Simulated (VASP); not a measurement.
# Sc (P6_3/mmc) in VASP: a series of runs

Sc is run at these levels: PBEsol; tasks: single point.

All numbers are computed with VASP 6.6.1; they aren't measurements. Logs are shortened: lines on timing, memory, paths and dates and some standing lists are left out, and cuts for length are marked.

## (1) The cell of the first run

It takes space group P6_3/mmc (No. 194, hexagonal). Conventional cell: a = 3.023 Å, b = 3.023 Å, c = 4.676 Å, α = 90.00°, β = 90.00°, γ = 120.00°. Within 3.8 Å of Sc (site symmetry -6m2) lie 12 Sc at 2.92 to 3.02 Å.

## (2) Single point, PBEsol (volume scaled by 0.78)

INCAR reads:

```
SYSTEM = Sc
  PREC = Accurate
  ENCUT = 520
  EDIFF = 1E-6
  ISMEAR = -1
  SIGMA = 0.1
  LREAL = .FALSE.
  LASPH = .TRUE.
  NELM = 80
  ALGO = Normal
  ISIF = 2
  LWAVE = .FALSE.
  LCHARG = .FALSE.
  GGA = PS
  NBANDS = 18
```

KPOINTS reads:

```
Automatic mesh
0
G
  15 15 8
  0 0 0
```

POSCAR reads:

```
Sc
1.0
    3.0232127853      0.0000000000      0.0000000000
   -1.5116063926      2.6181790731      0.0000000000
    0.0000000000      0.0000000000      4.6759656413
Sc
2
Direct
    0.3333333333      0.6666666667      0.2500000000
    0.6666666667      0.3333333333      0.7500000000
```

Potentials or basis: VASP PAW PBE potentials, release 64 (Sc_sv).

Run with:

```
> cat potpaw_PBE.64/Sc_sv/POTCAR > POTCAR
> mpirun -np 1 vasp_std > vasp.out
```

OUTCAR:

```text
SYSTEM = Sc
   PREC = Accurate
   ENCUT = 520
   EDIFF = 1E-6
   ISMEAR = -1
   LREAL = .FALSE.
   LASPH = .TRUE.
   NELM = 80
   ISIF = 2
   GGA = PS

 ion  position               nearest neighbor table
   1  0.333  0.667  0.250-   2 2.92   2 2.92   2 2.92   2 2.92   2 2.92   2 2.92
   2  0.667  0.333  0.750-   1 2.92   1 2.92   1 2.92   1 2.92   1 2.92   1 2.92

  LATTYP: Found a hexagonal cell.
 ALAT       =     3.0232127853
 C/A-ratio  =     1.5466875716

  Lattice vectors:

 A1 = (   3.0232127853,   0.0000000000,   0.0000000000)
 A2 = (  -1.5116063926,   2.6181790731,   0.0000000000)
 A3 = (   0.0000000000,   0.0000000000,   4.6759656413)

Analysis of symmetry for initial positions (statically):
=====================================================================
 Subroutine PRICEL returns:
 Original cell was already a primitive cell.

 Routine SETGRP: Setting up the symmetry group for a
 hexagonal supercell.

 Subroutine GETGRP returns: Found 24 space group operations
 (whereof 12 operations were pure point group operations)
 out of a pool of 24 trial point group operations.

The static configuration has the point symmetry D_3d.
 The point group associated with its full space group is D_6h.

Analysis of symmetry for dynamics (positions and initial velocities):
=====================================================================
 Subroutine PRICEL returns:
 Original cell was already a primitive cell.

 Routine SETGRP: Setting up the symmetry group for a
 hexagonal supercell.

 Subroutine GETGRP returns: Found 24 space group operations
 (whereof 12 operations were pure point group operations)
 out of a pool of 24 trial point group operations.

The dynamic configuration has the point symmetry D_3d.
 The point group associated with its full space group is D_6h.

 Subroutine INISYM returns: Found 24 space group operations
 (whereof 12 operations are pure point group operations),
 and found     1 'primitive' translations

----------------------------------------------------------------------------------------

                                     Primitive cell

  volume of cell :      37.0117

  direct lattice vectors                    reciprocal lattice vectors
     3.023212785  0.000000000  0.000000000     0.330773939  0.190972422  0.000000000
    -1.511606393  2.618179073  0.000000000     0.000000000  0.381944845  0.000000000
     0.000000000  0.000000000  4.675965641     0.000000000  0.000000000  0.213859570

  length of vectors
[... 81 lines left out ...]
   NELM   =     80;   NELMIN=  2; NELMDL= -5     # of ELM steps
   EDIFF  = 0.1E-05   stopping-criterion for ELM
   LREAL  =      F    real-space projection
   EDIFFG = 0.1E-04   stopping-criterion for IOM
   NSW    =      0    number of steps for IOM
   IBRION =     -1    ionic relax: 0-MD 1-quasi-New 2-CG
   NFREE  =      0    steps in history (QN), initial steepest desc. (CG)
   ISIF   =      2    stress and relaxation
   ISYM   =      2    0-nonsym 1-usesym 2-fastsym
   POTIM  = 0.5000    time-step for ionic-motion
   TEBEG  =    0.0;   TEEND  =   0.0 temperature during run
   PSTRESS=    0.0 pullay stress
   NELECT =      22.0000    total number of electrons
   NUPDOWN=      -1.0000    fix difference up-down
   EMIN   =  10.00;   EMAX   =-10.00  energy-range for DOS
   EFERMI =   0.00;   METHOD = LEGACY
   ISMEAR =    -1;   SIGMA  =   0.10  broadening in eV -4-tet -1-fermi 0-gaus
   EFERMI_NEDOS =   21; number of points for ismear=-14 and -15
   IALGO  =     38    algorithm
   IMIX   =      4    mixing-type and parameters
     AMIX     =   0.40;   BMIX     =  1.00
     AMIX_MAG =   1.60;   BMIX_MAG =  1.00
  volume/ion in A,a.u.               =      18.51       124.88
  Fermi-wavevector in a.u.,A,eV,Ry     =   1.376478  2.601166 25.778844  1.894692
  Thomas-Fermi vector in A             =   2.501719
   LORBIT       =      0    0 simple, 1 ext, 2 COOP (PROOUT), +10 PAW based schemes
   GGA     = PS    functional components
   LHFCALC =     F    Hartree Fock is set to
   AEXX    =    0.0000 exact exchange contribution
   IVDW    =     0    specifies the selected vdW correction
   LEPSILON=     F    determine dielectric tensor
   LRPA    =     F    only Hartree local field effects (RPA)
 non-spin polarized calculation
  energy-cutoff  :      520.00
  volume of cell :       37.01
 maximum number of plane-waves:      1019
 NGX is ok and might be reduce to    24
   NGX = 11   NGY = 11   NGZ = 17

 number of electron      21.9999994 magnetization

 Free energy of the ion-electron system (eV)
  ---------------------------------------------------
  ext. energy  EPLUGINS =         0.00000000
  ---------------------------------------------------
  free energy    TOTEN  =       -12.69688378 eV

  energy without entropy =      -12.59784243  energy(sigma->0) =      -12.64736311

 E-fermi :   5.4179     XC(G=0): -11.2320

 val. band max:        5.4147886103   @ k =   0.2000   0.0000   0.2500
 cond. band min:       5.4256336495   @ k =   0.2000   0.1333   0.0000
 fundamental gap:      0.0108450393
 Fermi energy:         5.4179284550

 k-point     1 :       0.0000    0.0000    0.0000
  band No.  band energies     occupation
      1     -43.1179      2.00000
      2     -42.8784      2.00000
      3     -22.3992      2.00000
      4     -21.5059      2.00000
      5     -21.5059      2.00000
      6     -21.3421      2.00000
[... 481 lines left out ...]
      5     -21.8507      2.00000
      6     -21.8339      2.00000
[... 10 lines left out ...]
     17      10.5503      0.00000
     18      10.7431      0.00000

 [... further k-points ...]

------------------------ aborting loop because EDIFF is reached ----------------------------------------

  FORCE on cell =-STRESS in cart. coord.  units (eV):
  Direction    XX          YY          ZZ          XY          YZ          ZX
  --------------------------------------------------------------------------------------
  -------------------------------------------------------------------------------------
  Total        4.7922120      4.7922120      4.7974896      0.0000000      0.0000000      0.0000000
  in kB      207.4470350    207.4470350    207.6754938      0.0000000      0.0000000      0.0000000
  external PRESSURE =     207.5231879 kB  Pullay stress =       0.0000000 kB

 VOLUME and BASIS-vectors are now :
 -----------------------------------------------------------------------------
  energy-cutoff  :      520.00
  volume of cell :       37.01
      direct lattice vectors                 reciprocal lattice vectors
     3.023212785  0.000000000  0.000000000     0.330773939  0.190972422  0.000000000
    -1.511606393  2.618179073  0.000000000     0.000000000  0.381944845  0.000000000
     0.000000000  0.000000000  4.675965641     0.000000000  0.000000000  0.213859570

 POSITION                                       TOTAL-FORCE (eV/Angst)
 -----------------------------------------------------------------------------------
     -0.00000      1.74545      1.16899         0.000000      0.000000      0.000000
      1.51161      0.87273      3.50697        -0.000000      0.000000      0.000000
 -----------------------------------------------------------------------------------
    total drift:                                0.000000     -0.000000      0.000000

  FREE ENERGIE OF THE ION-ELECTRON SYSTEM (eV)
  ---------------------------------------------------
  free  energy   TOTEN  =       -12.6968837836 eV

  energy  without entropy=      -12.5978424341  energy(sigma->0) =      -12.64736311
```

Run time: 48 s. Hardware: 1 thread of Intel Xeon Platinum 8259CL at 2.50GHz (Skylake/Cascade Lake), shared host; peak memory 0.2 GiB.

What came out:

```
Free energy            : -12.6969 eV
Pressure               : 20.8 GPa
Band gap on the k mesh : zero (band 11 reaches 7.06 eV, above the bottom of band 12 at 4.76 eV)
```

Caveat: the cell differs from its parent crystal (volume scaled by 0.78); the PAW data sets were made with another functional, which shifts forces and pressure a little.

## (3) Single point, PBEsol

This run uses another cell than the first one, of 20.88 Å³/atom, 1.128 times its volume.

INCAR reads:

```
SYSTEM = Sc
ALGO = Normal
EDIFF = 1E-6
ENCUT = 520
GGA = PS
ISIF = 2
ISMEAR = -1
LASPH = .True.
LCHARG = .True.
LELF = .True.
LREAL = .False.
LVHAR = .True.
LWAVE = .False.
NBANDS = 18
NELM = 60
PREC = Accurate
SIGMA = 0.1
```

KPOINTS reads:

```
k-points
0
Gamma
  15 15 8
  0 0 0
```

POSCAR reads:

```
Sc
1.0
    3.1445799668      0.0000000000      0.0000000000
   -1.5722899834      2.7232861355      0.0000000000
    0.0000000000      0.0000000000      4.8760878923
Sc
2
Direct
    0.3333333333      0.6666666667      0.2500000000
    0.6666666667      0.3333333333      0.7500000000
```

Potentials or basis: VASP PAW PBE potentials, release 64 (Sc_sv).

Run with:

```
> cat potpaw_PBE.64/Sc_sv/POTCAR > POTCAR
> mpirun -np 1 vasp_std > vasp.out
```

OUTCAR:

```text
SYSTEM = Sc
   EDIFF = 1E-6
   ENCUT = 520
   GGA = PS
   ISIF = 2
   ISMEAR = -1
   LASPH = .True.
   LREAL = .False.
   NELM = 60
   PREC = Accurate

 ion  position               nearest neighbor table
   1  0.333  0.667  0.250-   2 3.04   2 3.04   2 3.04   2 3.04   2 3.04   2 3.04
   2  0.667  0.333  0.750-   1 3.04   1 3.04   1 3.04   1 3.04   1 3.04   1 3.04

  LATTYP: Found a hexagonal cell.
 ALAT       =     3.1445799668
 C/A-ratio  =     1.5506324990

  Lattice vectors:

 A1 = (   3.1445799668,   0.0000000000,   0.0000000000)
 A2 = (  -1.5722899834,   2.7232861355,   0.0000000000)
 A3 = (   0.0000000000,   0.0000000000,   4.8760878923)

Analysis of symmetry for initial positions (statically):
=====================================================================
 Subroutine PRICEL returns:
 Original cell was already a primitive cell.

 Routine SETGRP: Setting up the symmetry group for a
 hexagonal supercell.

 Subroutine GETGRP returns: Found 24 space group operations
 (whereof 12 operations were pure point group operations)
 out of a pool of 24 trial point group operations.

The static configuration has the point symmetry D_3d.
 The point group associated with its full space group is D_6h.

Analysis of symmetry for dynamics (positions and initial velocities):
=====================================================================
 Subroutine PRICEL returns:
 Original cell was already a primitive cell.

 Routine SETGRP: Setting up the symmetry group for a
 hexagonal supercell.

 Subroutine GETGRP returns: Found 24 space group operations
 (whereof 12 operations were pure point group operations)
 out of a pool of 24 trial point group operations.

The dynamic configuration has the point symmetry D_3d.
 The point group associated with its full space group is D_6h.

 Subroutine INISYM returns: Found 24 space group operations
 (whereof 12 operations are pure point group operations),
 and found     1 'primitive' translations

----------------------------------------------------------------------------------------

                                     Primitive cell

  volume of cell :      41.7568

  direct lattice vectors                    reciprocal lattice vectors
     3.144579967  0.000000000  0.000000000     0.318007496  0.183601713  0.000000000
    -1.572289983  2.723286135  0.000000000     0.000000000  0.367203426  0.000000000
     0.000000000  0.000000000  4.876087892     0.000000000  0.000000000  0.205082439

  length of vectors
     3.144579967  3.144579967  4.876087892     0.367203426  0.367203426  0.205082439

  position of ions in fractional coordinates (direct lattice)
     0.333333333  0.666666667  0.250000000
     0.666666667  0.333333333  0.750000000

  ion indices of the primitive-cell ions
   primitive index   ion index
                 1           1
                 2           2

----------------------------------------------------------------------------------------

 KPOINTS: k-points

Automatic generation of k-mesh.
 Grid dimensions read from file:
 generate k-points for:   15   15    8

 Generating k-lattice:

  Cartesian coordinates                     Fractional coordinates (reciprocal lattice)
     0.021200500  0.012240114  0.000000000     0.066666667  0.000000000  0.000000000
     0.000000000  0.024480228  0.000000000     0.000000000  0.066666667  0.000000000
     0.000000000  0.000000000  0.025635305     0.000000000  0.000000000  0.125000000

  Length of vectors
     0.024480228  0.024480228  0.025635305

  Shift w.r.t. Gamma in fractional coordinates (k-lattice)
     0.000000000  0.000000000  0.000000000

 Subroutine IBZKPT returns following result:
 ===========================================

 Found    135 irreducible k-points:

 Following reciprocal coordinates:
            Coordinates               Weight
  0.000000  0.000000  0.000000      1.000000
  0.066667  0.000000  0.000000      6.000000
  0.133333  0.000000  0.000000      6.000000
  0.200000  0.000000  0.000000      6.000000
  0.266667  0.000000  0.000000      6.000000
  0.333333  0.000000  0.000000      6.000000
[... 16 lines left out ...]
  0.333333  0.200000  0.000000     12.000000
  0.400000  0.200000  0.000000      6.000000
 [... further k-points ...]
   k-points           NKPTS =    135   k-points in BZ     NKDIM =    135   number of bands    NBANDS=     18
   number of dos      NEDOS =    301   number of ions     NIONS =      2
   total plane-waves  NPLWV =  20736
   dimension x,y,z NGX =    24 NGY =   24 NGZ =   36
   dimension x,y,z NGXF=    48 NGYF=   48 NGZF=   72
   ions per type =               2
   NGX,Y,Z   is equivalent  to a cutoff of  12.69, 12.69, 12.27 a.u.
   NGXF,Y,Z  is equivalent  to a cutoff of  25.38, 25.38, 24.55 a.u.
 SYSTEM =  Sc
   PREC   = accura    normal or accurate (medium, high low for compatibility)
   ISTART =      0    job   : 0-new  1-cont  2-samecut
   ICHARG =      2    charge: 1-file 2-atom 10-const
   ISPIN  =      1    spin polarized calculation?
   LNONCOLLINEAR =      F non collinear calculations
   LSORBIT =      F    spin-orbit coupling
   LASPH  =      T    aspherical Exc in radial PAW
   ENCUT  =  520.0 eV  38.22 Ry    6.18 a.u.   5.85  5.85  9.07*2*pi/ulx,y,z
   NELM   =     60;   NELMIN=  2; NELMDL= -5     # of ELM steps
   EDIFF  = 0.1E-05   stopping-criterion for ELM
   LREAL  =      F    real-space projection
   EDIFFG = 0.1E-04   stopping-criterion for IOM
   NSW    =      0    number of steps for IOM
   IBRION =     -1    ionic relax: 0-MD 1-quasi-New 2-CG
   NFREE  =      0    steps in history (QN), initial steepest desc. (CG)
   ISIF   =      2    stress and relaxation
   ISYM   =      2    0-nonsym 1-usesym 2-fastsym
   POTIM  = 0.5000    time-step for ionic-motion
   TEBEG  =    0.0;   TEEND  =   0.0 temperature during run
   PSTRESS=    0.0 pullay stress
   NELECT =      22.0000    total number of electrons
   NUPDOWN=      -1.0000    fix difference up-down
   EMIN   =  10.00;   EMAX   =-10.00  energy-range for DOS
   EFERMI =   0.00;   METHOD = LEGACY
   ISMEAR =    -1;   SIGMA  =   0.10  broadening in eV -4-tet -1-fermi 0-gaus
   EFERMI_NEDOS =   21; number of points for ismear=-14 and -15
   IALGO  =     38    algorithm
   IMIX   =      4    mixing-type and parameters
     AMIX     =   0.40;   BMIX     =  1.00
     AMIX_MAG =   1.60;   BMIX_MAG =  1.00
  volume/ion in A,a.u.               =      20.88       140.89
  Fermi-wavevector in a.u.,A,eV,Ry     =   1.322229  2.498650 23.786912  1.748289
  Thomas-Fermi vector in A             =   2.451925
   LORBIT       =      0    0 simple, 1 ext, 2 COOP (PROOUT), +10 PAW based schemes
   GGA     = PS    functional components
   LHFCALC =     F    Hartree Fock is set to
   AEXX    =    0.0000 exact exchange contribution
   IVDW    =     0    specifies the selected vdW correction
   LEPSILON=     F    determine dielectric tensor
   LRPA    =     F    only Hartree local field effects (RPA)
 non-spin polarized calculation
  energy-cutoff  :      520.00
  volume of cell :       41.76
 maximum number of plane-waves:      1152
 NGX is ok and might be reduce to    24
   NGX = 11   NGY = 11   NGZ = 19

 number of electron      22.0000005 magnetization

 Free energy of the ion-electron system (eV)
  ---------------------------------------------------
  ext. energy  EPLUGINS =         0.00000000
  ---------------------------------------------------
  free energy    TOTEN  =       -13.12655946 eV

  energy without entropy =      -13.01892289  energy(sigma->0) =      -13.07274118

 E-fermi :   4.5911     XC(G=0): -10.6912

 val. band max:        4.5882868093   @ k =   0.2000   0.1333   0.3750
 cond. band min:       4.5961857023   @ k =   0.3333   0.0667   0.1250
 fundamental gap:      0.0078988930
 Fermi energy:         4.5911259621

 k-point     1 :       0.0000    0.0000    0.0000
  band No.  band energies     occupation
      1     -44.1940      2.00000
      2     -44.0466      2.00000
      3     -23.3008      2.00000
      4     -22.6879      2.00000
      5     -22.6879      2.00000
      6     -22.5731      2.00000
[... 10 lines left out ...]
     17       7.2583      0.00000
     18       7.2583      0.00000
[... 463 lines left out ...]
 k-point    24 :       0.4000    0.2000    0.0000
  band No.  band energies     occupation
      1     -44.0642      2.00000
      2     -44.0344      2.00000
      3     -23.1077      2.00000
      4     -22.9725      2.00000
      5     -22.9245      2.00000
      6     -22.9110      2.00000
[... 10 lines left out ...]
     17       9.1364      0.00000
     18       9.2934      0.00000

 [... further k-points ...]

------------------------ aborting loop because EDIFF is reached ----------------------------------------

  FORCE on cell =-STRESS in cart. coord.  units (eV):
  Direction    XX          YY          ZZ          XY          YZ          ZX
  --------------------------------------------------------------------------------------
  -------------------------------------------------------------------------------------
  Total        2.3140632      2.3140632      2.3147268      0.0000000      0.0000000      0.0000000
  in kB       88.7888342     88.7888342     88.8142959      0.0000000      0.0000000      0.0000000
  external PRESSURE =      88.7973215 kB  Pullay stress =       0.0000000 kB

 VOLUME and BASIS-vectors are now :
 -----------------------------------------------------------------------------
  energy-cutoff  :      520.00
  volume of cell :       41.76
      direct lattice vectors                 reciprocal lattice vectors
     3.144579967  0.000000000  0.000000000     0.318007496  0.183601713  0.000000000
    -1.572289983  2.723286135  0.000000000     0.000000000  0.367203426  0.000000000
     0.000000000  0.000000000  4.876087892     0.000000000  0.000000000  0.205082439

 POSITION                                       TOTAL-FORCE (eV/Angst)
 -----------------------------------------------------------------------------------
     -0.00000      1.81552      1.21902        -0.000000     -0.000000      0.000000
      1.57229      0.90776      3.65707         0.000000      0.000000      0.000000
 -----------------------------------------------------------------------------------
    total drift:                                0.000000     -0.000000      0.000000

  FREE ENERGIE OF THE ION-ELECTRON SYSTEM (eV)
  ---------------------------------------------------
  free  energy   TOTEN  =       -13.1265594640 eV

  energy  without entropy=      -13.0189228930  energy(sigma->0) =      -13.07274118
```

Wall time 29 s (1 thread of Intel Xeon 6975P-C (Granite Rapids), shared host); peak memory 0.21 GiB.

Results:

```
Free energy            : -13.1266 eV
Pressure               : 8.9 GPa
Band gap on the k mesh : zero (band 11 reaches 5.72 eV, above the bottom of band 12 at 3.94 eV)
```

Caveat: the PAW data sets were made with another functional, which shifts forces and pressure a little.
